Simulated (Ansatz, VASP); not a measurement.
# One calculation of LiBr, two programs

The input INCAR:

```
ALGO = Normal
EDIFF = 1E-6
ENCUT = 750
GGA = PS
GGA_COMPAT = False
ISIF = 2
ISMEAR = -1
LASPH = True
LCHARG = False
LREAL = False
LWAVE = False
NBANDS = 12
NELM = 120
PREC = Accurate
SIGMA = 0.03
```

File KPOINTS:

```
k-points
0
Gamma
  9 9 9
```

Contents of POSCAR:

```
LiBr
1.0
    0.0000000000      2.1610009453      2.1610009453
    2.1610009453      0.0000000000      2.1610009453
    2.1610009453      2.1610009453      0.0000000000
Li Br
1 1
Direct
    0.0000000000      0.0000000000      0.0000000000
    0.5000000000      0.5000000000      0.5000000000
```

Input for Ansatz:

```yaml
crystal:
  lattice:
    - [0.0, 2.1610009453, 2.1610009453]
    - [2.1610009453, 0.0, 2.1610009453]
    - [2.1610009453, 2.1610009453, 0.0]
  atoms:
    - { symbol: Li, position: [0.0, 0.0, 0.0] }
    - { symbol: Br, position: [0.5, 0.5, 0.5] }
kpoints:
  mp_grid: { grid: [9, 9, 9] }
  band_path:
    path:
      - [0.0, 0.0, 0.0]
      - [0.5, 0.0, 0.5]
      - [0.625, 0.25, 0.625]
      - [0.375, 0.375, 0.75]
      - [0.0, 0.0, 0.0]
      - [0.5, 0.5, 0.5]
      - [0.5, 0.25, 0.75]
      - [0.5, 0.0, 0.5]
    npoints: 6
scf:
  occupations: { method: fermi_dirac, width: 0.03 }
hamiltonian:
  xc: pbesol
  pseudopotentials: { kind: paw }
output:
  forces: true
  stress: true
  eigenvalues: true
  populations: true
```

Change from the starting cell: volume scaled by 0.5, PAW files.

Alike in both runs: task single point; functional PBEsol; k mesh 9 × 9 × 9; occupations fermi-dirac, width 0.03 eV; no spin polarisation.

|  | VASP | Ansatz |
| --- | --- | --- |
| version | VASP 6.6.1 | Ansatz 0.2.0 |
| potentials or method | VASP PAW PBE potentials, release 64 (Li_sv, Br) | PAW with Ansatz's default frozen-core files, scalar-relativistic |
| plane-wave cutoff (eV) | 750 | 420 |
| valence electrons in the cell | 10 | 10 |

```csv
,VASP,Ansatz,Ansatz less VASP
gap on the k mesh at the Fermi level (eV),4.27,4.28,+0.011
pressure (GPa),85.2,84.3,-0.86
```

VASP's potentials were made for PBE, not for PBEsol. Both programs put the cell under a high pressure, so it lies far from rest at this level.

Noted on VASP's run: the cell as given lies far from equilibrium.
